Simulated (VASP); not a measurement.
# ZnSe (F-43m) in VASP: further runs

Runs on ZnSe. Level: r2SCAN. Tasks: single point.

Program: VASP 6.6.1. These are calculated values, not measurements. Logs are shortened: lines on timing, memory, paths and dates and some standing lists are left out, and cuts for length are marked.

**1. The cell of the first run**

It takes space group F-43m (No. 216, cubic). Conventional cell: a = 5.447 Å, b = 5.447 Å, c = 5.447 Å, α = 90.00°, β = 90.00°, γ = 90.00°. Zn (site symmetry -43m) has 4 Se at 2.36 Å within 3.1 Å. Se (site symmetry -43m) has 4 Zn at 2.36 Å within 3.1 Å.

**2. Single point, r2SCAN**

POSCAR

```
ZnSe
1.0
    2.7236948459      2.7236948459      0.0000000000
   -2.7236948459      2.7236948459      0.0000000000
    0.0000000000      2.7236948459      2.7236948459
Zn Se
1 1
Direct
    0.0000000000      0.0000000000      0.0000000000
    0.7500000000      0.2500000000      0.5000000000
```

INCAR.step1

```
PREC     = Accurate       # precision mode
ENCUT    = 520            # plane-wave cutoff, eV
ISMEAR   = 0              # smearing method
SIGMA    = 0.01           # smearing width, eV
LREAL    = F              # projectors in reciprocal space
LASPH    = T              # aspherical terms in the spheres
NELM     = 100            # most SCF steps
NBANDS   = 16             # bands
GGA      = PE             # functional
ALGO     = Normal         # electronic algorithm
EDIFF    = 1E-4           # SCF threshold, eV
LWAVE    = T              # write WAVECAR
LCHARG   = F              # write CHGCAR
```

INCAR.step2

```
PREC     = Accurate       # precision mode
ENCUT    = 520            # plane-wave cutoff, eV
EDIFF    = 1E-6           # SCF threshold, eV
ISMEAR   = 0              # smearing method
SIGMA    = 0.01           # smearing width, eV
LREAL    = F              # projectors in reciprocal space
LASPH    = T              # aspherical terms in the spheres
NELM     = 100            # most SCF steps
ALGO     = Normal         # electronic algorithm
ISIF     = 2              # what is computed and relaxed
LWAVE    = F              # write WAVECAR
LCHARG   = F              # write CHGCAR
METAGGA  = R2SCAN         # meta-GGA
LMIXTAU  = T            
NBANDS   = 16             # bands
ISTART   = 1
```

KPOINTS

```
regular mesh
0
Gamma
  8 8 8
```

Potentials or basis: VASP PAW PBE potentials, release 64 (Zn, Se).

The run is started by

```sh
$ cat potpaw_PBE.64/Zn/POTCAR potpaw_PBE.64/Se/POTCAR > POTCAR
$ cp INCAR.step1 INCAR
$ mpirun -np 1 vasp_std > vasp.out
$ cp INCAR.step2 INCAR
$ mpirun -np 1 vasp_std > vasp.out
```

OUTCAR:

```text
PREC = Accurate
   ENCUT = 520
   EDIFF = 1E-6
   ISMEAR = 0
   LREAL = F
   LASPH = T
   NELM = 100
   ISIF = 2
   METAGGA = R2SCAN
   ISTART = 1

 ion  position               nearest neighbor table
   1  0.000  0.000  0.000-   2 2.36   2 2.36   2 2.36   2 2.36
   2  0.750  0.250  0.500-   1 2.36   1 2.36   1 2.36   1 2.36

  LATTYP: Found a face centered cubic cell.
 ALAT       =     5.4473896918

  Lattice vectors:

 A1 = (   0.0000000000,   2.7236948459,   2.7236948459)
 A2 = (   2.7236948459,   0.0000000000,   2.7236948459)
 A3 = (   2.7236948459,   2.7236948459,   0.0000000000)

Analysis of symmetry for initial positions (statically):
=====================================================================
 Subroutine PRICEL returns:
 Original cell was already a primitive cell.

 Routine SETGRP: Setting up the symmetry group for a
 face centered cubic supercell.

 Subroutine GETGRP returns: Found 24 space group operations
 (whereof 24 operations were pure point group operations)
 out of a pool of 48 trial point group operations.

The static configuration has the point symmetry T_d .

Analysis of symmetry for dynamics (positions and initial velocities):
=====================================================================
 Subroutine PRICEL returns:
 Original cell was already a primitive cell.

 Routine SETGRP: Setting up the symmetry group for a
 face centered cubic supercell.

 Subroutine GETGRP returns: Found 24 space group operations
 (whereof 24 operations were pure point group operations)
 out of a pool of 48 trial point group operations.

The dynamic configuration has the point symmetry T_d .

 Subroutine INISYM returns: Found 24 space group operations
 (whereof 24 operations are pure point group operations),
 and found     1 'primitive' translations

----------------------------------------------------------------------------------------

                                     Primitive cell

  volume of cell :      40.4115

  direct lattice vectors                    reciprocal lattice vectors
     2.723694846  2.723694846  0.000000000     0.183574162  0.183574162 -0.183574162
    -2.723694846  2.723694846  0.000000000    -0.183574162  0.183574162 -0.183574162
     0.000000000  2.723694846  2.723694846     0.000000000  0.000000000  0.367148325

  length of vectors
     3.851886191  3.851886191  3.851886191     0.317959776  0.317959776  0.367148325

  position of ions in fractional coordinates (direct lattice)
     0.000000000  0.000000000  0.000000000
     0.750000000  0.250000000  0.500000000

  ion indices of the primitive-cell ions
   primitive index   ion index
                 1           1
                 2           2

----------------------------------------------------------------------------------------

 KPOINTS: regular mesh

Automatic generation of k-mesh.
 Grid dimensions read from file:
 generate k-points for:    8    8    8

 Generating k-lattice:

  Cartesian coordinates                     Fractional coordinates (reciprocal lattice)
     0.022946770  0.022946770 -0.022946770     0.125000000  0.000000000  0.000000000
    -0.022946770  0.022946770 -0.022946770     0.000000000  0.125000000  0.000000000
     0.000000000  0.000000000  0.045893541     0.000000000  0.000000000  0.125000000

  Length of vectors
     0.039744972  0.039744972  0.045893541

  Shift w.r.t. Gamma in fractional coordinates (k-lattice)
     0.000000000  0.000000000  0.000000000

 Subroutine IBZKPT returns following result:
 ===========================================

 Found     29 irreducible k-points:

 Following reciprocal coordinates:
            Coordinates               Weight
  0.000000  0.000000  0.000000      1.000000
  0.125000  0.000000  0.000000      8.000000
  0.250000  0.000000  0.000000      8.000000
  0.375000  0.000000  0.000000      8.000000
  0.500000  0.000000  0.000000      4.000000
  0.125000  0.125000  0.000000     12.000000
[... 16 lines left out ...]
  0.375000  0.250000  0.125000     48.000000
  0.500000  0.250000  0.125000     24.000000
 [... further k-points ...]
   k-points           NKPTS =     29   k-points in BZ     NKDIM =     29   number of bands    NBANDS=     16
   number of dos      NEDOS =    301   number of ions     NIONS =      2
   total plane-waves  NPLWV =  27000
   dimension x,y,z NGX =    30 NGY =   30 NGZ =   30
   dimension x,y,z NGXF=    60 NGYF=   60 NGZF=   60
   ions per type =               1   1
   NGX,Y,Z   is equivalent  to a cutoff of  12.95, 12.95, 12.95 a.u.
   NGXF,Y,Z  is equivalent  to a cutoff of  25.90, 25.90, 25.90 a.u.
 SYSTEM =  unknown system
   PREC   = accura    normal or accurate (medium, high low for compatibility)
   ISTART =      1    job   : 0-new  1-cont  2-samecut
   ICHARG =      0    charge: 1-file 2-atom 10-const
   ISPIN  =      1    spin polarized calculation?
   LNONCOLLINEAR =      F non collinear calculations
   LSORBIT =      F    spin-orbit coupling
   LASPH  =      T    aspherical Exc in radial PAW
   ENCUT  =  520.0 eV  38.22 Ry    6.18 a.u.   7.16  7.16  7.16*2*pi/ulx,y,z
   NELM   =    100;   NELMIN=  2; NELMDL=  0     # of ELM steps
   EDIFF  = 0.1E-05   stopping-criterion for ELM
   LREAL  =      F    real-space projection
   EDIFFG = 0.1E-04   stopping-criterion for IOM
   NSW    =      0    number of steps for IOM
   IBRION =     -1    ionic relax: 0-MD 1-quasi-New 2-CG
   NFREE  =      0    steps in history (QN), initial steepest desc. (CG)
   ISIF   =      2    stress and relaxation
   ISYM   =      2    0-nonsym 1-usesym 2-fastsym
   POTIM  = 0.5000    time-step for ionic-motion
   TEBEG  =    0.0;   TEEND  =   0.0 temperature during run
   PSTRESS=    0.0 pullay stress
   NELECT =      18.0000    total number of electrons
   NUPDOWN=      -1.0000    fix difference up-down
   EMIN   =  10.00;   EMAX   =-10.00  energy-range for DOS
   EFERMI =   0.00;   METHOD = LEGACY
   ISMEAR =     0;   SIGMA  =   0.01  broadening in eV -4-tet -1-fermi 0-gaus
   EFERMI_NEDOS =   21; number of points for ismear=-14 and -15
   IALGO  =     38    algorithm
   IMIX   =      4    mixing-type and parameters
     AMIX     =   0.40;   BMIX     =  1.00
     AMIX_MAG =   1.60;   BMIX_MAG =  1.00
  volume/ion in A,a.u.               =      20.21       136.36
  Fermi-wavevector in a.u.,A,eV,Ry     =   1.250251  2.362632 21.267642  1.563128
  Thomas-Fermi vector in A             =   2.384254
   LORBIT       =      0    0 simple, 1 ext, 2 COOP (PROOUT), +10 PAW based schemes
   METAGGA = R2SCAN    functional components
   LHFCALC =     F    Hartree Fock is set to
   AEXX    =    0.0000 exact exchange contribution
   IVDW    =     0    specifies the selected vdW correction
   LEPSILON=     F    determine dielectric tensor
   LRPA    =     F    only Hartree local field effects (RPA)
 non-spin polarized calculation
 Gauss-broadening in eV      SIGMA  =   0.01
  energy-cutoff  :      520.00
  volume of cell :       40.41
 maximum number of plane-waves:      1106
 NGX is ok and might be reduce to    30
   NGX = 15   NGY = 15   NGZ = 15

 number of electron      18.0000009 magnetization

 Free energy of the ion-electron system (eV)
  ---------------------------------------------------
  ext. energy  EPLUGINS =         0.00000000
  ---------------------------------------------------
  free energy    TOTEN  =       -24.76507247 eV

  energy without entropy =      -24.76507247  energy(sigma->0) =      -24.76507247

 E-fermi :   2.4875     XC(G=0): -10.5157

 val. band max:        2.4039563327   @ k =   0.0000   0.0000   0.0000
 cond. band min:       4.8107126877   @ k =   0.0000   0.0000   0.0000
 fundamental gap:      2.4067563550
 Fermi energy:         2.4874708401

 k-point     1 :       0.0000    0.0000    0.0000
  band No.  band energies     occupation
      1     -12.1830      2.00000
      2      -4.8005      2.00000
      3      -4.8004      2.00000
      4      -4.8003      2.00000
      5      -4.2658      2.00000
      6      -4.2658      2.00000
[... 8 lines left out ...]
     15      14.6669      0.00000
     16      14.6669      0.00000

 k-point     2 :       0.1250    0.0000    0.0000
  band No.  band energies     occupation
      1     -12.0537      2.00000
      2      -4.7999      2.00000
      3      -4.7788      2.00000
      4      -4.7787      2.00000
      5      -4.2679      2.00000
      6      -4.2679      2.00000
[... 8 lines left out ...]
     15      13.7768      0.00000
     16      14.4025      0.00000

 k-point     3 :       0.2500    0.0000    0.0000
  band No.  band energies     occupation
      1     -11.7137      2.00000
      2      -4.7554      2.00000
      3      -4.7307      2.00000
      4      -4.7306      2.00000
      5      -4.2663      2.00000
      6      -4.2663      2.00000
[... 8 lines left out ...]
     15      13.5499      0.00000
     16      13.9911      0.00000

 k-point     4 :       0.3750    0.0000    0.0000
  band No.  band energies     occupation
      1     -11.3229      2.00000
      2      -4.6915      2.00000
      3      -4.6913      2.00000
      4      -4.5381      2.00000
      5      -4.2519      2.00000
      6      -4.2519      2.00000
[... 8 lines left out ...]
     15      14.9093      0.00000
     16      14.9093      0.00000
[... 324 lines left out ...]
 k-point    22 :       0.2500    0.2500    0.1250
  band No.  band energies     occupation
      1     -11.4447      2.00000
      2      -4.7812      2.00000
      3      -4.6630      2.00000
      4      -4.6375      2.00000
      5      -4.2895      2.00000
      6      -4.2322      2.00000
[... 8 lines left out ...]
     15      15.8063      0.00000
     16      17.3334      0.00000

 k-point    23 :       0.3750    0.2500    0.1250
  band No.  band energies     occupation
      1     -11.1153      2.00000
      2      -4.6881      2.00000
      3      -4.6298      2.00000
      4      -4.4850      2.00000
      5      -4.2529      2.00000
      6      -4.2015      2.00000
[... 8 lines left out ...]
     15      16.3343      0.00000
     16      17.3492      0.00000

 k-point    24 :       0.5000    0.2500    0.1250
  band No.  band energies     occupation
      1     -10.9661      2.00000
      2      -4.6686      2.00000
      3      -4.6079      2.00000
      4      -4.3289      2.00000
      5      -4.2604      2.00000
      6      -4.0001      2.00000
[... 8 lines left out ...]
     15      16.2738      0.00000
     16      17.3559      0.00000

 [... further k-points ...]
[... 5 lines left out ...]
  --------------------------------------------------------------------------------------
  -------------------------------------------------------------------------------------
  Total        2.5636058      2.5636058      2.5636058     -0.0000000      0.0000000      0.0000000
  in kB      101.6380871    101.6380871    101.6380871     -0.0000000      0.0000000      0.0000000
  external PRESSURE =     101.6380871 kB  Pullay stress =       0.0000000 kB

 VOLUME and BASIS-vectors are now :
 -----------------------------------------------------------------------------
  energy-cutoff  :      520.00
  volume of cell :       40.41
      direct lattice vectors                 reciprocal lattice vectors
     2.723694846  2.723694846  0.000000000     0.183574162  0.183574162 -0.183574162
    -2.723694846  2.723694846  0.000000000    -0.183574162  0.183574162 -0.183574162
     0.000000000  2.723694846  2.723694846     0.000000000  0.000000000  0.367148325

 POSITION                                       TOTAL-FORCE (eV/Angst)
 -----------------------------------------------------------------------------------
      0.00000      0.00000      0.00000         0.000000      0.000000      0.000000
      1.36185      4.08554      1.36185        -0.000000      0.000000      0.000000
 -----------------------------------------------------------------------------------
    total drift:                               -0.000037     -0.000000      0.000000

  FREE ENERGIE OF THE ION-ELECTRON SYSTEM (eV)
  ---------------------------------------------------
  free  energy   TOTEN  =       -24.7650724664 eV

  energy  without entropy=      -24.7650724664  energy(sigma->0) =      -24.76507247
```

Wall time 84 s (1 thread of Intel Xeon Platinum 8259CL at 2.50GHz (Skylake/Cascade Lake), shared host); peak memory 0.18 GiB.

What came out:

```yaml
Free_energy: -24.7651 eV
Pressure: 10.2 GPa
Band_gap_on_the_k_mesh: 2.41 eV, direct
```

Levels at points of the mesh, in eV from the valence-band top:
```csv
k point,band 5,band 6,band 7,band 8,band 9,band 10,band 11,band 12,band 13,band 14
"(0.00, 0.00, 0.00)",-6.67,-6.67,0.00,0.00,0.00,2.41,6.24,6.24,6.24,11.12
"(0.50, 0.00, 0.00)",-6.65,-6.47,-6.16,-1.08,-1.08,3.27,6.80,6.80,9.37,12.44
"(0.50, 0.50, 0.00)",-6.60,-6.44,-5.34,-2.71,-2.71,3.04,3.81,12.53,12.94,12.94
```

Caveat: the PAW data sets were made with another functional, which shifts forces and pressure a little.

[end of part 1 of 2]
